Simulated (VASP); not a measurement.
A run of VASP 6.6.1:

The input INCAR:

```
ALGO     = Normal         # electronic algorithm
EDIFF    = 1E-6           # SCF threshold, eV
ENCUT    = 520            # plane-wave cutoff, eV
GGA      = PE             # functional
ISIF     = 2              # what is computed and relaxed
ISMEAR   = 0              # smearing method
LASPH    = True           # aspherical terms in the spheres
LCHARG   = True           # write CHGCAR
LELF     = True           # ELF
LREAL    = False          # projectors in reciprocal space
LVHAR    = True         
LWAVE    = False          # write WAVECAR
NBANDS   = 18             # bands
NELM     = 100            # most SCF steps
PREC     = Accurate       # precision mode
SIGMA    = 0.05           # smearing width, eV
```

Contents of KPOINTS:

```
k-points
0
Gamma
  9 9 4
```

Contents of POSCAR:

```
PtS2
1.0
    3.3262000000      0.0000000000      0.0000000000
   -1.6631000000      2.8805736981      0.0000000000
    0.0000000000      0.0000000000      6.3342000000
Pt S
1 2
Direct
    0.0000000000      0.0000000000      0.0000000000
    0.3333333333      0.6666666667      0.2173602597
    0.6666666667      0.3333333333      0.7826397403
```

Potentials or basis: VASP PAW PBE potentials, release 64 (Pt, S).

Run with:

```bash
$ cat potpaw_PBE.64/Pt/POTCAR potpaw_PBE.64/S/POTCAR > POTCAR
$ mpirun -np 1 vasp_std > vasp.out
```

Hardware: 1 thread of Intel(R) Xeon(R) Platinum 8559C (Emerald Rapids), with other jobs on the host.

Task: How long does it take, and how much memory?

Result: Wall time 28 s on 1 thread of Intel(R) Xeon(R) Platinum 8559C (Emerald Rapids), on a shared host, peak memory 0.21 GiB. Counts: scf iterations 14, k points 43.
